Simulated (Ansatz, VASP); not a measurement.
## Fe: VASP beside Ansatz

```
Fe
1.0
     2.18313    0.00000    0.00000
     0.00000    2.18313    0.00000
     0.00000    0.00000    2.18313
Fe
1
Direct
  0.00000 0.00000 0.00000
```

Alike in both runs: task single point; functional LDA; k mesh 16 × 16 × 16; occupations fermi-dirac, width 0.1 eV; no spin polarisation.

|  | VASP | Ansatz |
| --- | --- | --- |
| version | VASP 6.6.1 | Ansatz 0.2.0 |
| potentials or method | VASP PAW LDA potentials, release 64 (Fe_sv), cutoff 690 eV | plane waves (420 eV) with PAW, scalar-relativistic |
| valence electrons in the cell | 16 | 16 |

|  | VASP | Ansatz | Ansatz less VASP |
| --- | --- | --- | --- |
| pressure (GPa) | 10.2 | 11.2 | +1.04 |

Ansatz warns that its potentials were made for another functional, while VASP's fit it. LDA's correlation is that of Perdew and Zunger in VASP and of Perdew and Wang (1992) in Ansatz.
